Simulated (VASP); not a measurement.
# ZrN (Fm-3m) in VASP: a series of runs, part 2 of 2

VASP 6.6.1. Earlier steps stand in the parts before.

## 4. Single point, PBE, collinear spin (12.86 Å³/atom)

This run uses another cell than the first one, of 12.86 Å³/atom.

File INCAR:

```
  ALGO = Normal
  EDIFF = 1E-6
  ENCUT = 600
  GGA = PE
  GGA_COMPAT = F
  ISIF = 2
  ISMEAR = 0
  ISPIN = 2
  LASPH = T
  LCHARG = F
  LMAXMIX = 4
  LORBIT = 11
  LREAL = F
  LWAVE = F
  MAGMOM = 0.8 0
  NBANDS = 20
  NELM = 200
  NUPDOWN = 0.8
  PREC = Accurate
  SIGMA = 0.15
```

File KPOINTS:

```
k-points
0
Gamma
  18 18 18
```

File POSCAR:

```
ZrN
1.0
    0.0000000000      2.3425598402      2.3425598402
    2.3425598402      0.0000000000      2.3425598402
    2.3425598402      2.3425598402      0.0000000000
Zr N
1 1
Direct
    0.0000000000      0.0000000000      0.0000000000
    0.5000000000      0.5000000000      0.5000000000
```

Potentials or basis: VASP PAW PBE potentials, release 64 (Zr_sv, N).

Launch:

```bash
> cat potpaw_PBE.64/Zr_sv/POTCAR potpaw_PBE.64/N/POTCAR > POTCAR
> mpirun -np 1 vasp_std > vasp.out
```

OUTCAR:

```text
EDIFF = 1E-6
   ENCUT = 600
   GGA = PE
   ISIF = 2
   ISMEAR = 0
   ISPIN = 2
   LASPH = T
   LORBIT = 11
   LREAL = F
   NELM = 200
   NUPDOWN = 0.8
   PREC = Accurate

 ion  position               nearest neighbor table
   1  0.000  0.000  0.000-   2 2.34   2 2.34   2 2.34   2 2.34   2 2.34   2 2.34
   2  0.500  0.500  0.500-   1 2.34   1 2.34   1 2.34   1 2.34   1 2.34   1 2.34

  LATTYP: Found a face centered cubic cell.
 ALAT       =     4.6851196804

  Lattice vectors:

 A1 = (   0.0000000000,   2.3425598402,   2.3425598402)
 A2 = (   2.3425598402,   0.0000000000,   2.3425598402)
 A3 = (   2.3425598402,   2.3425598402,   0.0000000000)

Analysis of symmetry for initial positions (statically):
=====================================================================
 Subroutine PRICEL returns:
 Original cell was already a primitive cell.

 Routine SETGRP: Setting up the symmetry group for a
 face centered cubic supercell.

[... 748 lines left out ...]
      2     -16.0727      1.00000
      3     -16.0727      1.00000
      4     -16.0727      1.00000
      5      -4.7196      1.00000
      6       8.6729      1.00000
[... 541 lines left out ...]
     19      33.6009      0.00000
     20      34.7224      0.00000

 [... further k-points ...]

------------------------ aborting loop because EDIFF is reached ----------------------------------------

  FORCE on cell =-STRESS in cart. coord.  units (eV):
  Direction    XX          YY          ZZ          XY          YZ          ZX
  --------------------------------------------------------------------------------------
  -------------------------------------------------------------------------------------
  Total       -1.4618428     -1.4618428     -1.4618428      0.0000000      0.0000000      0.0000000
  in kB      -91.0980706    -91.0980706    -91.0980706      0.0000000      0.0000000      0.0000000
  external PRESSURE =     -91.0980706 kB  Pullay stress =       0.0000000 kB

 VOLUME and BASIS-vectors are now :
 -----------------------------------------------------------------------------
  energy-cutoff  :      600.00
  volume of cell :       25.71
      direct lattice vectors                 reciprocal lattice vectors
     0.000000000  2.342559840  2.342559840    -0.213441719  0.213441719  0.213441719
     2.342559840  0.000000000  2.342559840     0.213441719 -0.213441719  0.213441719
     2.342559840  2.342559840  0.000000000     0.213441719  0.213441719 -0.213441719

 POSITION                                       TOTAL-FORCE (eV/Angst)
 -----------------------------------------------------------------------------------
      0.00000      0.00000      0.00000         0.000000      0.000000      0.000000
      2.34256      2.34256      2.34256         0.000000      0.000000     -0.000000
 -----------------------------------------------------------------------------------
    total drift:                                0.000000      0.000000      0.000000

  FREE ENERGIE OF THE ION-ELECTRON SYSTEM (eV)
  ---------------------------------------------------
  free  energy   TOTEN  =       -19.9530552617 eV

  energy  without entropy=      -19.9464286560  energy(sigma->0) =      -19.94974196

 total charge

# of ion       s       p       d       tot
------------------------------------------
    1        2.150   6.014   1.605   9.769
    2        1.236   2.428   0.000   3.664
--------------------------------------------------
tot          3.386   8.442   1.605  13.433

 magnetization (x)

# of ion       s       p       d       tot
------------------------------------------
    1        0.006   0.003   0.455   0.464
    2        0.002   0.063   0.000   0.065
--------------------------------------------------
tot          0.008   0.066   0.455   0.529
```

OSZICAR:

```text
N       E                     dE             d eps       ncg     rms          rms(c)
DAV:   1     0.130904823440E+03    0.13090E+03   -0.95252E+03 15600   0.940E+02
DAV:   2    -0.177545297932E+02   -0.14866E+03   -0.13945E+03 18088   0.281E+02
DAV:   3    -0.232649504267E+02   -0.55104E+01   -0.54307E+01 23140   0.491E+01
DAV:   4    -0.233652049872E+02   -0.10025E+00   -0.10017E+00 18984   0.533E+00
DAV:   5    -0.233663383195E+02   -0.11333E-02   -0.11333E-02 21236   0.445E-01    0.193E+01
DAV:   6    -0.201444022624E+02    0.32219E+01   -0.47256E+00 18620   0.206E+01    0.760E+00
DAV:   7    -0.199877653118E+02    0.15664E+00   -0.55673E-01 18040   0.613E+00    0.599E+00
DAV:   8    -0.199635796814E+02    0.24186E-01   -0.21662E-01 19132   0.359E+00    0.302E+00
DAV:   9    -0.199534429692E+02    0.10137E-01   -0.19154E-02 19544   0.117E+00    0.538E-01
DAV:  10    -0.199529916461E+02    0.45132E-03   -0.29688E-03 21952   0.423E-01    0.436E-01
DAV:  11    -0.199530448115E+02   -0.53165E-04   -0.51600E-04 18736   0.193E-01    0.445E-02
DAV:  12    -0.199530539252E+02   -0.91137E-05   -0.27029E-05 19980   0.391E-02    0.308E-02
DAV:  13    -0.199530556441E+02   -0.17188E-05   -0.26978E-06 18052   0.136E-02    0.207E-02
DAV:  14    -0.199530552617E+02    0.38239E-06   -0.93156E-07 11980   0.693E-03
   1 F= -.19953055E+02 E0= -.19949742E+02  d E =-.662661E-02  mag=     0.8000
```

stdout:

```text
POSCAR found type information on POSCAR ZrN
 POSCAR found :  2 types and       2 ions
 scaLAPACK will be used
 LDA part: xc-table for (Slater+PW92), standard interpolation
 POSCAR, INCAR and KPOINTS ok, starting setup
 FFT: planning ... GRIDC
 FFT: planning ... GRID_SOFT
 FFT: planning ... GRID
 WAVECAR not read
 entering main loop
```

It took 5.3 min on 1 thread of Oxide Virtual Turin-like, shared host; peak memory 0.28 GiB.

What came out:

```
Free energy                                           : -19.9531 eV
Pressure                                              : -9.1 GPa
Net moment                                            : 0.80 μB per cell
Site moments                                          : Zr +0.46; N +0.07 μB
Valence electrons inside the program's atomic spheres : Zr 9.77; N 3.66
```

Caveat: the cell stands under tension; the total moment is fixed, so each spin has its own Fermi level and the state may be an excited one.

## 5. Single point, PBE, collinear spin (12.86 Å³/atom)

This run uses another cell than the first one, of 12.86 Å³/atom.

File INCAR:

```
  PREC = Accurate
  ENCUT = 600
  EDIFF = 1E-6
  ISMEAR = 0
  SIGMA = 0.15
  LREAL = F
  LASPH = T
  NELM = 200
  ALGO = Normal
  ISIF = 2
  LWAVE = F
  LCHARG = T
  ISPIN = 2
  MAGMOM = 0.6 0
  LORBIT = 11
  NUPDOWN = 0.6
  LMAXMIX = 4
  GGA = PE
  LELF = T
  LVHAR = T
  NBANDS = 20
  GGA_COMPAT = F
```

File KPOINTS:

```
regular mesh
0
Gamma
  18 18 18
```

POSCAR is that of step 4.

Launch:

```bash
> cat potpaw_PBE.64/Zr_sv/POTCAR potpaw_PBE.64/N/POTCAR > POTCAR
> mpirun -np 1 vasp_std > vasp.out
```

It took 5.6 min on 1 thread of Oxide Virtual Turin-like, shared host; peak memory 0.28 GiB.

Results (log left out):

| Item | Value |
| --- | --- |
| Free energy | -20.1220 eV |
| Pressure | -10.7 GPa |
| Net moment | 0.60 μB per cell |
| Site moments | Zr +0.35; N +0.05 μB |
| Valence electrons inside the program's atomic spheres | Zr 9.76; N 3.66 |

Caveat: the cell stands under tension; the total moment is fixed, so each spin has its own Fermi level and the state may be an excited one.

## 6. Single point, PBE, collinear spin (11.76 Å³/atom)

This run uses another cell than the first one, of 11.76 Å³/atom.

File INCAR:

```
PREC = Accurate
ENCUT = 600
EDIFF = 1E-6
ISMEAR = 0
SIGMA = 0.15
LREAL = F
LASPH = T
NELM = 200
ALGO = Normal
ISIF = 2
LWAVE = F
LCHARG = T
ISPIN = 2
MAGMOM = 0.8 0
LORBIT = 11
NUPDOWN = 0.8
LMAXMIX = 4
GGA = PE
LELF = T
LVHAR = T
NBANDS = 20
GGA_COMPAT = F
```

File KPOINTS:

```
Automatic mesh
0
Gamma
  18 18 18
```

File POSCAR:

```
ZrN
1.0
    0.0000000000      2.2743205313      2.2743205313
    2.2743205313      0.0000000000      2.2743205313
    2.2743205313      2.2743205313      0.0000000000
Zr N
1 1
Direct
    0.0000000000      0.0000000000      0.0000000000
    0.5000000000      0.5000000000      0.5000000000
```

Potentials or basis: VASP PAW PBE potentials, release 64 (Zr_sv, N).

Launch:

```bash
> cat potpaw_PBE.64/Zr_sv/POTCAR potpaw_PBE.64/N/POTCAR > POTCAR
> mpirun -np 1 vasp_std > vasp.out
```

Wall time 5.1 min (1 thread of Oxide Virtual Turin-like, shared host); peak memory 0.27 GiB.

The run converged. Its results:

```
Free energy                                           : -19.9389 eV
Pressure                                              : 12.4 GPa
Net moment                                            : 0.80 μB per cell
Site moments                                          : Zr +0.46; N +0.08 μB
Valence electrons inside the program's atomic spheres : Zr 9.92; N 3.73
```

Caveat: the cell stands under pressure; the total moment is fixed, so each spin has its own Fermi level and the state may be an excited one.

## 7. Overview

```tsv
fixed moment (μB)	cell	pressure (GPa)	moment (μB)
0.9	a = 3.281 Å, angles 60.0°, 2 atoms	-2.0	0.90
0.5	a = 3.281 Å, angles 60.0°, 2 atoms	-5.4	0.50
0.8	a = 3.313 Å, angles 60.0°, 2 atoms	-9.1	0.80
0.6	a = 3.313 Å, angles 60.0°, 2 atoms	-10.7	0.60
0.8	a = 3.216 Å, angles 60.0°, 2 atoms	12.4	0.80
```

Alike in all rows: task single point; level PBE; potentials or basis VASP PAW PBE potentials, release 64 (Zr_sv, N); spin collinear; k mesh 18 × 18 × 18; cutoff (eV) 600; smearing gaussian 0.15 eV.

Caveats: the total moment is fixed, so each spin has its own Fermi level and the state may be an excited one; the cell stands under tension (at least some runs); the cell stands under pressure (at least some runs).

Absolute energies hang on the potentials; compare differences alone.
